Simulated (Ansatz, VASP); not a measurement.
Two plane-wave programs on Rh

```
Rh
1.0
    -1.51430    1.51430    1.51430
     1.51430   -1.51430    1.51430
     1.51430    1.51430   -1.51430
Rh
1
Direct
  0.00000 0.00000 0.00000
```

Alike in both runs: functional PBEsol; k mesh 20 × 20 × 20; occupations gaussian, width 0.1 eV; no spin polarisation.

Ansatz relaxed the structure, and its values are those at the end. VASP's run is a single point on that final structure, the one shown.

|  | VASP | Ansatz |
| --- | --- | --- |
| version | VASP 6.6.1 | Ansatz 0.2.0 |
| potentials or method | VASP PAW PBE potentials, release 64 (Rh_pv), cutoff 520 eV | scalar-relativistic, plane waves, PAW |
| valence electrons in the cell | 15 | 17 |

```csv
,VASP,Ansatz,Ansatz less VASP
gap on the k mesh at the Fermi level (eV),none,none,-
pressure (GPa),0.0,-0.1,-0.08
```

VASP's potentials were made for PBE, not for PBEsol. A gap of «none» marks a metal or a gap that the smearing closes. VASP's potentials hold 15 valence electrons a cell and Ansatz's 17, so a difference there can come from the potentials and not from the codes.
